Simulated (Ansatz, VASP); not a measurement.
## One calculation of SnO, two programs

```
Sn O
1.0
     3.10341    0.00000    0.00000
     0.00000    3.10341    0.00000
     0.00000    0.00000    3.10341
Sn O
1 1
Direct
  0.00000 0.00000 0.00000
  0.50000 0.50000 0.50000
```

Alike in both runs: task single point; functional PBE; k mesh 6 × 6 × 6; occupations gaussian, width 0.5 eV; no spin polarisation.

|  | VASP | Ansatz |
| --- | --- | --- |
| version | VASP 6.6.1 | Ansatz 0.2.0 |
| potentials or method | VASP PAW PBE potentials, release 64 (Sn_d, O) | plane waves |
| plane-wave cutoff (eV) | 600 | 420 |
| valence electrons in the cell | 20 | 20 |

|  | VASP | Ansatz | Ansatz less VASP |
| --- | --- | --- | --- |
| pressure (GPa) | 2.9 | 3.0 | +0.10 |

The functional is the same, so the differences come from potentials, cutoffs and numerics.
